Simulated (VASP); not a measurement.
# Ru (P6_3/mmc) in VASP: further runs

Aim: see how the results for Ru move with the level of theory and the settings. Levels: BLYP+D3(BJ), PBEsol+D4, RPBE+D3(BJ). Tasks: relaxation of cell and atoms.

Everything below comes from runs of VASP 6.6.1. Logs are shortened: lines on timing, memory, paths and dates and some standing lists are left out, and cuts for length are marked.

## Step 1: The cell of the first run

The structure is hexagonal, space group P6_3/mmc (No. 194). The conventional cell has a = 2.706 Å, b = 2.706 Å, c = 4.282 Å, α = 90.00°, β = 90.00°, γ = 120.00°. Within 3.5 Å of Ru (site symmetry -6m2) lie 12 Ru at 2.65 to 2.71 Å.

## Step 2: Relaxation of cell and atoms, BLYP+D3(BJ)

The input, INCAR:

```
PREC = Accurate
ENCUT = 600
EDIFF = 1E-7
ISMEAR = -1
SIGMA = 0.05
LREAL = F
LASPH = T
NELM = 100
ALGO = Normal
ISIF = 3
LWAVE = F
LCHARG = F
GGA = B5
ALDAX = 1.0
AGGAX = 1.0
AGGAC = 1.0
ALDAC = 0.0
IVDW = 12
IBRION = 2
NSW = 60
EDIFFG = -0.01
VDW_S6 = 1.0
VDW_S8 = 2.6996
VDW_A1 = 0.4298
VDW_A2 = 4.2359
```

The input, KPOINTS:

```
regular mesh
0
Gamma
  11 11 6
```

The input, POSCAR:

```
Ru
1.0
    2.7058000000      0.0000000000      0.0000000000
   -1.3529000000      2.3432915376      0.0000000000
    0.0000000000      0.0000000000      4.2819000000
Ru
2
Direct
    0.6666666667      0.3333333333      0.7500000000
    0.3333333333      0.6666666667      0.2500000000
```

Potentials or basis: VASP PAW PBE potentials, release 64 (Ru_pv).

Started as:

```
$ cat potpaw_PBE.64/Ru_pv/POTCAR > POTCAR
$ mpirun -np 1 vasp_std > vasp.out
```

OUTCAR:

```text
PREC = Accurate
   ENCUT = 600
   EDIFF = 1E-7
   ISMEAR = -1
   LREAL = F
   LASPH = T
   NELM = 100
   ISIF = 3
   GGA = B5
   IVDW = 12
   IBRION = 2
   NSW = 60
   EDIFFG = -0.01
 IVDW          = 12

 ion  position               nearest neighbor table
   1  0.667  0.333  0.750-   2 2.65   2 2.65   2 2.65   2 2.65   2 2.65   2 2.65
   2  0.333  0.667  0.250-   1 2.65   1 2.65   1 2.65   1 2.65   1 2.65   1 2.65

  LATTYP: Found a hexagonal cell.
 ALAT       =     2.7058000000
 C/A-ratio  =     1.5824894671

  Lattice vectors:

 A1 = (   2.7058000000,   0.0000000000,   0.0000000000)
 A2 = (  -1.3529000000,   2.3432915376,   0.0000000000)
 A3 = (   0.0000000000,   0.0000000000,   4.2819000000)

Analysis of symmetry for initial positions (statically):
=====================================================================
 Subroutine PRICEL returns:
 Original cell was already a primitive cell.

 Routine SETGRP: Setting up the symmetry group for a
 hexagonal supercell.

 Subroutine GETGRP returns: Found 24 space group operations
 (whereof 12 operations were pure point group operations)
 out of a pool of 24 trial point group operations.

The static configuration has the point symmetry D_3d.
 The point group associated with its full space group is D_6h.

Analysis of symmetry for dynamics (positions and initial velocities):
=====================================================================
 Subroutine PRICEL returns:
 Original cell was already a primitive cell.

 Routine SETGRP: Setting up the symmetry group for a
 hexagonal supercell.

 Subroutine GETGRP returns: Found 24 space group operations
 (whereof 12 operations were pure point group operations)
 out of a pool of 24 trial point group operations.

The dynamic configuration has the point symmetry D_3d.
 The point group associated with its full space group is D_6h.

 Subroutine INISYM returns: Found 24 space group operations
 (whereof 12 operations are pure point group operations),
 and found     1 'primitive' translations

----------------------------------------------------------------------------------------

                                     Primitive cell

  volume of cell :      27.1493

  direct lattice vectors                    reciprocal lattice vectors
     2.705800000  0.000000000  0.000000000     0.369576465  0.213375072  0.000000000
    -1.352900000  2.343291538  0.000000000     0.000000000  0.426750144  0.000000000
     0.000000000  0.000000000  4.281900000     0.000000000  0.000000000  0.233541185

[... 66 lines left out ...]
   number of dos      NEDOS =    301   number of ions     NIONS =      2
   total plane-waves  NPLWV =  20736
   dimension x,y,z NGX =    24 NGY =   24 NGZ =   36
   dimension x,y,z NGXF=    48 NGYF=   48 NGZF=   72
   ions per type =               2
   NGX,Y,Z   is equivalent  to a cutoff of  14.75, 14.75, 13.98 a.u.
   NGXF,Y,Z  is equivalent  to a cutoff of  29.49, 29.49, 27.95 a.u.
 SYSTEM =  unknown system
   PREC   = accura    normal or accurate (medium, high low for compatibility)
   ISTART =      0    job   : 0-new  1-cont  2-samecut
   ICHARG =      2    charge: 1-file 2-atom 10-const
   ISPIN  =      1    spin polarized calculation?
   LNONCOLLINEAR =      F non collinear calculations
   LSORBIT =      F    spin-orbit coupling
   LASPH  =      T    aspherical Exc in radial PAW
   ENCUT  =  600.0 eV  44.10 Ry    6.64 a.u.   5.40  5.40  8.55*2*pi/ulx,y,z
   NELM   =    100;   NELMIN=  2; NELMDL= -5     # of ELM steps
   EDIFF  = 0.1E-06   stopping-criterion for ELM
   LREAL  =      F    real-space projection
   EDIFFG = -.1E-01   stopping-criterion for IOM
   NSW    =     60    number of steps for IOM
   IBRION =      2    ionic relax: 0-MD 1-quasi-New 2-CG
   NFREE  =      1    steps in history (QN), initial steepest desc. (CG)
   ISIF   =      3    stress and relaxation
   ISYM   =      2    0-nonsym 1-usesym 2-fastsym
   POTIM  = 0.5000    time-step for ionic-motion
   TEBEG  =    0.0;   TEEND  =   0.0 temperature during run
   PSTRESS=    0.0 pullay stress
   NELECT =      28.0000    total number of electrons
   NUPDOWN=      -1.0000    fix difference up-down
   EMIN   =  10.00;   EMAX   =-10.00  energy-range for DOS
   EFERMI =   0.00;   METHOD = LEGACY
   ISMEAR =    -1;   SIGMA  =   0.05  broadening in eV -4-tet -1-fermi 0-gaus
   EFERMI_NEDOS =   21; number of points for ismear=-14 and -15
   IALGO  =     38    algorithm
   IMIX   =      4    mixing-type and parameters
     AMIX     =   0.40;   BMIX     =  1.00
     AMIX_MAG =   1.60;   BMIX_MAG =  1.00
  volume/ion in A,a.u.               =      13.57        91.61
  Fermi-wavevector in a.u.,A,eV,Ry     =   1.654022  3.125649 37.222674  2.735789
  Thomas-Fermi vector in A             =   2.742361
   LORBIT       =      0    0 simple, 1 ext, 2 COOP (PROOUT), +10 PAW based schemes
   GGA     = B5    functional components
   LHFCALC =     F    Hartree Fock is set to
   AEXX    =    0.0000 exact exchange contribution
   IVDW    =    12    specifies the selected vdW correction
   LEPSILON=     F    determine dielectric tensor
   LRPA    =     F    only Hartree local field effects (RPA)
 conjugate gradient relaxation of ions
 non-spin polarized calculation
  energy-cutoff  :      600.00
  volume of cell :       27.15
 maximum number of plane-waves:       935
 NGX is ok and might be reduce to    24
   NGX = 11   NGY = 11   NGZ = 17

--------------------------------------- Ionic step        1  -------------------------------------------

 number of electron      28.0000002 magnetization

 Free energy of the ion-electron system (eV)
  ---------------------------------------------------
  ext. energy  EPLUGINS =         0.00000000
  ---------------------------------------------------
  free energy    TOTEN  =       -15.74513914 eV

  energy without entropy =      -15.72846178  energy(sigma->0) =      -15.73680046

------------------------ aborting loop because EDIFF is reached ----------------------------------------

 Edisp (eV)   -2.90207

 E8    (eV) :    -2.1769
[... 71 lines left out ...]
--------------------------------------- Ionic step        3  -------------------------------------------

 number of electron      28.0000003 magnetization

 Free energy of the ion-electron system (eV)
  ---------------------------------------------------
  ext. energy  EPLUGINS =         0.00000000
  ---------------------------------------------------
  free energy    TOTEN  =       -15.76147025 eV

  energy without entropy =      -15.74468318  energy(sigma->0) =      -15.75307671

 E-fermi :  13.2251     XC(G=0): -13.4183

 val. band max:       13.1858484723   @ k =   0.2727   0.0000   0.0000
 cond. band min:      13.2260295770   @ k =   0.2727   0.1818   0.0000
 fundamental gap:      0.0401811047
 Fermi energy:        13.2251116465

 k-point     1 :       0.0000    0.0000    0.0000
  band No.  band energies     occupation
      1     -30.2015      2.00000
      2     -29.2768      2.00000
      3     -29.2768      2.00000
      4     -29.1071      2.00000
      5     -29.1071      2.00000
      6     -29.0655      2.00000
[... 481 lines left out ...]
      5     -29.1990      2.00000
      6     -29.1653      2.00000
[... 10 lines left out ...]
     17      14.7596      0.00000
     18      19.0110      0.00000

 [... further k-points ...]

------------------------ aborting loop because EDIFF is reached ----------------------------------------

 Edisp (eV)   -2.88645

 E8    (eV) :    -2.1651
[... 25 lines left out ...]
  FREE ENERGIE OF THE ION-ELECTRON SYSTEM (eV)
  ---------------------------------------------------
  free  energy   TOTEN  =       -18.6479187080 eV

  energy  without entropy=      -18.6311316390  energy(sigma->0) =      -18.63952517

 reached required accuracy - stopping structural energy minimisation
```

CONTCAR:

```text
Ru
   1.00000000000000
     2.7103513928926475    0.0000000000000000    0.0000000000000000
    -1.3551756964463237    2.3472331594678386    0.0000000000000000
     0.0000000000000000    0.0000000000000000    4.2894587984991297
  Ru
     2
Direct
     0.6666666667000030    0.3333333332999970    0.7500000000000000
     0.3333333332999970    0.6666666667000030    0.2500000000000000

  0.00000000E+00  0.00000000E+00  0.00000000E+00
  0.00000000E+00  0.00000000E+00  0.00000000E+00
```

It took 60 s on 1 thread of Intel Xeon Platinum 8488C (Sapphire Rapids), shared host; peak memory 0.19 GiB.

Results:

```yaml
Free_energy: -18.6479 eV
Relaxed_volume: 13.64 Å³/atom
Relaxed_cell: a = 2.710 Å, b = 2.710 Å, c = 4.289 Å, α = 90.00°, β = 90.00°, γ = 120.00°
Space_group_after_relaxing_to_0.1_Å: P6_3/mmc (No. 194)
Energy_gained_by_relaxing: 0.4 meV/atom
Ionic_steps: 3
Pressure_after_relaxing: 0.0 GPa
Band_gap_on_the_k_mesh: zero (bands 14 and 15 overlap by 3.04 eV)
Dispersion_energy_per_atom: -1.443 eV
```

Step by step:
```
step  energy change (eV)  largest force (eV/Å)  pressure (GPa)  volume (Å³)
   1              0.0000                0.0000            1.64        27.15
   2              0.0052                0.0000           -4.58        27.70
   3             -0.0007                0.0000           -0.01        27.29
```

Final structure:
```
Ru
1.0
     2.71035    0.00000    0.00000
    -1.35518    2.34723    0.00000
     0.00000    0.00000    4.28946
Ru
2
Direct
  0.66667 0.33333 0.75000
  0.33333 0.66667 0.25000
```

Caveat: the PAW data sets were made with another functional, which shifts forces and pressure a little.

## Step 3: Relaxation of cell and atoms, PBEsol+D4

The input, INCAR:

```
SYSTEM = Ru
ALGO = Normal ; EDIFF = 1E-6
EDIFFG = -0.01 ; ENCUT = 600
GGA = PS ; IBRION = 2
ISIF = 3 ; ISMEAR = -1
IVDW = 13 ; LASPH = .TRUE.
LCHARG = .FALSE. ; LREAL = .FALSE.
LWAVE = .FALSE. ; NELM = 80
NSW = 60 ; PREC = Accurate
SIGMA = 0.05
```

The input, KPOINTS:

```
k-points
0
G
  11 11 6
  0 0 0
```

POSCAR is that of step 2.

Potentials or basis: VASP PAW PBE potentials, release 64 (Ru_pv).

Started as:

```
$ cat potpaw_PBE.64/Ru_pv/POTCAR > POTCAR
$ mpirun -np 1 vasp_std > vasp.out
```

Wall time 83 s (1 thread of Intel Xeon Platinum 8488C (Sapphire Rapids), shared host); peak memory 0.18 GiB.

The run converged. Its results:

| Property | Result |
| --- | --- |
| Free energy | -20.9622 eV |
| Relaxed volume | 13.19 Å³/atom |
| Relaxed cell | a = 2.680 Å, b = 2.680 Å, c = 4.241 Å, α = 90.00°, β = 90.00°, γ = 120.00° |
| Space group after relaxing (to 0.1 Å) | P6_3/mmc (No. 194) |
| Energy gained by relaxing | 11.8 meV/atom |
| Ionic steps | 10 |
| Pressure after relaxing | 0.0 GPa |
| Band gap on the k mesh | zero (bands 14 and 15 overlap by 3.22 eV) |
| Dispersion energy per atom | -0.313 eV |

Stress tensor (GPa, compression positive):
```
-0.08  0.00  0.00
 0.00 -0.08  0.00
 0.00  0.00  0.11
```

Step by step:
```tsv
step	energy change (eV)	largest force (eV/Å)	pressure (GPa)	volume (Å³)
1	0.0000	0.0000	-9.57	27.15
2	0.2449	0.0000	40.83	24.09
3	-0.0236	0.0000	-0.40	26.41
4	-0.0236	0.0000	-0.04	26.39
5	-0.0236	0.0000	0.16	26.37
6	-0.0236	0.0000	-0.51	26.42
7	-0.0236	0.0000	-0.10	26.39
8	-0.0236	0.0000	-0.10	26.39
9	-0.0236	0.0000	0.00	26.38
10	-0.0236	0.0000	-0.01	26.39
```

Final structure:
```yaml
crystal:
  lattice:
    - [2.68031, 0.00000, 0.00000]
    - [-1.34015, 2.32122, 0.00000]
    - [0.00000, 0.00000, 4.24112]
  atoms:
    - { symbol: Ru, position: [0.66667, 0.33333, 0.75000] }
    - { symbol: Ru, position: [0.33333, 0.66667, 0.25000] }
```

Levels at points of the mesh, in eV from the Fermi level:
```csv
k point,band 12,band 13,band 14,band 15,band 16,band 17
"(0.00, 0.00, 0.00)",-1.93,-1.93,-1.38,-1.38,1.32,1.32
"(0.00, 0.00, 0.50)",-2.82,-2.76,-2.76,0.66,0.66,0.66
```

Caveat: the PAW data sets were made with another functional, which shifts forces and pressure a little.

## Step 4: Relaxation of cell and atoms, RPBE+D3(BJ)

The input, INCAR:

```
ALGO     = Normal         # electronic algorithm
EDIFF    = 1E-6           # SCF threshold, eV
EDIFFG   = -0.01          # ionic threshold
ENCUT    = 600            # plane-wave cutoff, eV
GGA      = RP             # functional
IBRION   = 2              # ionic algorithm
ISIF     = 3              # what is computed and relaxed
ISMEAR   = -1             # smearing method
IVDW     = 12             # dispersion correction
LASPH    = T              # aspherical terms in the spheres
LCHARG   = F              # write CHGCAR
LREAL    = F              # projectors in reciprocal space
LWAVE    = F              # write WAVECAR
NELM     = 80             # most SCF steps
NSW      = 60             # ionic steps
PREC     = Accurate       # precision mode
SIGMA    = 0.05           # smearing width, eV
```

The input, KPOINTS:

```
k-points
0
Gamma
  11 11 6
```

POSCAR is that of step 3.

Potentials or basis: VASP PAW PBE potentials, release 64 (Ru_pv).

Started as:

```
$ cat potpaw_PBE.64/Ru_pv/POTCAR > POTCAR
$ mpirun -np 1 vasp_std > vasp.out
```

OUTCAR:

```text
EDIFF = 1E-6
   EDIFFG = -0.01
   ENCUT = 600
   GGA = RP
   IBRION = 2
   ISIF = 3
   ISMEAR = -1
   IVDW = 12
   LASPH = T
   LREAL = F
   NELM = 80
   NSW = 60
   PREC = Accurate
 IVDW          = 12

 ion  position               nearest neighbor table
   1  0.667  0.333  0.750-   2 2.65   2 2.65   2 2.65   2 2.65   2 2.65   2 2.65
   2  0.333  0.667  0.250-   1 2.65   1 2.65   1 2.65   1 2.65   1 2.65   1 2.65

  LATTYP: Found a hexagonal cell.
 ALAT       =     2.7058000000
 C/A-ratio  =     1.5824894671

  Lattice vectors:

 A1 = (   2.7058000000,   0.0000000000,   0.0000000000)
 A2 = (  -1.3529000000,   2.3432915376,   0.0000000000)
 A3 = (   0.0000000000,   0.0000000000,   4.2819000000)

Analysis of symmetry for initial positions (statically):
=====================================================================
 Subroutine PRICEL returns:
 Original cell was already a primitive cell.

 Routine SETGRP: Setting up the symmetry group for a
 hexagonal supercell.
[... 370 lines left out ...]
--------------------------------------- Ionic step       10  -------------------------------------------

 number of electron      28.0000005 magnetization

 Free energy of the ion-electron system (eV)
  ---------------------------------------------------
  ext. energy  EPLUGINS =         0.00000000
  ---------------------------------------------------
  free energy    TOTEN  =       -16.75253146 eV

  energy without entropy =      -16.73827265  energy(sigma->0) =      -16.74540206

 E-fermi :  14.5999     XC(G=0): -14.6322

 val. band max:       14.5910604672   @ k =   0.2727   0.0000   0.0000
 cond. band min:      14.6263872970   @ k =   0.0909   0.0909   0.3333
 fundamental gap:      0.0353268297
 Fermi energy:        14.5999031101

 k-point     1 :       0.0000    0.0000    0.0000
  band No.  band energies     occupation
      1     -29.3612      2.00000
      2     -28.1042      2.00000
      3     -28.1042      2.00000
      4     -27.8854      2.00000
      5     -27.8854      2.00000
      6     -27.8372      2.00000
[... 481 lines left out ...]
      5     -28.0119      2.00000
      6     -27.9685      2.00000
[... 10 lines left out ...]
     17      16.4054      0.00000
     18      20.9759      0.00000

 [... further k-points ...]

------------------------ aborting loop because EDIFF is reached ----------------------------------------

 Edisp (eV)   -7.50748

 E8    (eV) :    -5.0503
[... 25 lines left out ...]
  FREE ENERGIE OF THE ION-ELECTRON SYSTEM (eV)
  ---------------------------------------------------
  free  energy   TOTEN  =       -24.2600089538 eV

  energy  without entropy=      -24.2457501414  energy(sigma->0) =      -24.25287955

 reached required accuracy - stopping structural energy minimisation
```

It took 98 s on 1 thread of Intel Xeon Platinum 8488C (Sapphire Rapids), shared host; peak memory 0.2 GiB.

Results:

```
Free energy                           : -24.2600 eV
Relaxed volume                        : 12.38 Å³/atom
Relaxed cell                          : a = 2.619 Å, b = 2.619 Å, c = 4.168 Å, α = 90.00°, β = 90.00°, γ = 120.00°
Space group after relaxing (to 0.1 Å) : P6_3/mmc (No. 194)
Pressure after relaxing               : 0.0 GPa
Band gap on the k mesh                : zero (bands 14 and 15 overlap by 3.51 eV)
Dispersion energy per atom            : -3.754 eV
```

Final structure:
```cif
data_structure
_symmetry_space_group_name_H-M 'P 1'
_symmetry_Int_Tables_number 1
_cell_length_a 2.6189
_cell_length_b 2.6189
_cell_length_c 4.1682
_cell_angle_alpha 90.000
_cell_angle_beta 90.000
_cell_angle_gamma 120.000
_cell_volume 24.76
loop_
_atom_site_label
_atom_site_type_symbol
_atom_site_fract_x
_atom_site_fract_y
_atom_site_fract_z
_atom_site_occupancy
Ru1 Ru 0.66667 0.33333 0.75000 1
Ru2 Ru 0.33333 0.66667 0.25000 1
```

Caveat: the PAW data sets were made with another functional, which shifts forces and pressure a little.

## Step 5: Overview

```csv
level,gap on the mesh (eV),pressure (GPa),relaxed volume (Å³/atom)
BLYP+D3(BJ),none,0.0,13.64
PBEsol+D4,none,0.0,13.19
RPBE+D3(BJ),none,0.0,12.38
```

Alike in all rows: task relaxation of cell and atoms; potentials or basis VASP PAW PBE potentials, release 64 (Ru_pv); no spin polarisation; cell relaxed; k mesh 11 × 11 × 6; cutoff (eV) 600; smearing fermi-dirac 0.05 eV.

Caveats: the PAW data sets were made with another functional, which shifts forces and pressure a little.

Total energies depend on the potentials used, so only differences within one code and one set of settings carry meaning.
